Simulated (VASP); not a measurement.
Write the native input for VASP 6.6.1 that does the following.

```yaml
Task: single point
Functional: PBE
Potentials_or_basis: VASP PAW PBE potentials, release 64 (Sc_sv, Cu, C, N)
Cutoff: 520 eV
k_mesh: 4 × 4 × 4
Occupations: gaussian, width 0.1 eV
Spin: collinear spin
Starting_moments: "[0.0, 1.0, 0.0, 0.0, 0.0, 0.0, 0.0, 0.0, 0.0, 0.0] μB"
Dipole_correction: no
Further_INCAR_settings: ALGO = Normal; EDIFF = 1e-07; NBANDS = 44
```

The structure of ScCuC4N4 lies in POSCAR:

```
ScCuC4N4
1.0
    6.0125257000      0.0000000000      0.0000000000
    0.0000000000      6.0125257000      0.0000000000
    0.0000000000      0.0000000000      6.0125257000
Sc Cu C N
1 1 4 4
Direct
    0.5000000000      0.5000000000      0.5000000000
    0.0000000000      0.0000000000      0.0000000000
    0.1840791200      0.1840791200      0.1840791200
    0.1840791200      0.8159208800      0.8159208800
    0.8159208800      0.1840791200      0.8159208800
    0.8159208800      0.8159208800      0.1840791200
    0.2964278900      0.2964278900      0.2964278900
    0.2964278900      0.7035721100      0.7035721100
    0.7035721100      0.2964278900      0.7035721100
    0.7035721100      0.7035721100      0.2964278900
```

These files were run (other wordings do the same):

INCAR

```
  ALGO = Normal
  EDIFF = 1E-7
  ENCUT = 520
  GGA = PE
  ISIF = 2
  ISMEAR = 0
  ISPIN = 2
  LASPH = True
  LCHARG = False
  LMAXMIX = 4
  LORBIT = 11
  LREAL = False
  LWAVE = False
  MAGMOM = 0 1 0 0 0 0 0 0 0 0
  NBANDS = 44
  NELM = 150
  PREC = Accurate
  SIGMA = 0.1
```

KPOINTS

```
k-points
0
Gamma
  4 4 4
```

Potentials or basis: VASP PAW PBE potentials, release 64 (Sc_sv, Cu, C, N).

Launch:

```bash
$ cat potpaw_PBE.64/Sc_sv/POTCAR potpaw_PBE.64/Cu/POTCAR potpaw_PBE.64/C/POTCAR potpaw_PBE.64/N/POTCAR > POTCAR
$ mpirun -np 1 vasp_std > vasp.out
```

It gave:

```json
{
 "Pressure": "0.6 GPa",
 "Largest force": "1.838 eV/Å",
 "Band gap on the k mesh": "2.42 eV (least direct gap 2.44 eV)",
 "Net moment": "0.00 μB per cell",
 "Valence electrons inside the program's atomic spheres": "Sc 9.31; Cu 10.23; C 2.55; N 3.94"
}
```

Caveat: forces of over 1 eV/Å act on the atoms, so gaps and moduli don't describe the material at rest.

Wall time 7.9 min on 1 thread of Intel Xeon 8259CL (shared host), peak memory 0.5 GiB.
